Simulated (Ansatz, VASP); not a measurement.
C4N: VASP beside Ansatz

```
C N
1.0
     3.35987    0.00000    0.00000
     0.00000    3.35987    0.00000
     0.00000    0.00000    3.35987
C N
4 1
Direct
  0.50000 0.00000 0.00000
  0.00000 0.50000 0.00000
  0.00000 0.00000 0.50000
  0.50000 0.50000 0.50000
  0.00000 0.00000 0.00000
```

Change from the starting cell: species swapped into the Co4N type (Pm-3m, No. 221).

Alike in both runs: task single point; functional PBE; k mesh 6 × 6 × 6; occupations gaussian, width 0.1 eV; collinear spin.

|  | VASP | Ansatz |
| --- | --- | --- |
| version | VASP 6.6.1 | Ansatz 0.2.0 |
| potentials or method | VASP PAW PBE potentials, release 64 (C, N), cutoff 520 eV | scalar-relativistic, plane waves, PAW |
| valence electrons in the cell | 21 | 21 |

VASP gave:

```
gap on the k mesh at the Fermi level (eV) : none
pressure (GPa)                            : 0.1
net moment per atom (μB)                  : 0.00
```

Q: Estimate Ansatz's values.

A: gap on the k mesh at the Fermi level (eV): none; pressure (GPa): 0.3; net moment per atom (μB): 0.00.

A gap of «none» marks a metal or a gap that the smearing closes. Ansatz's warnings: seeded moment not kept.
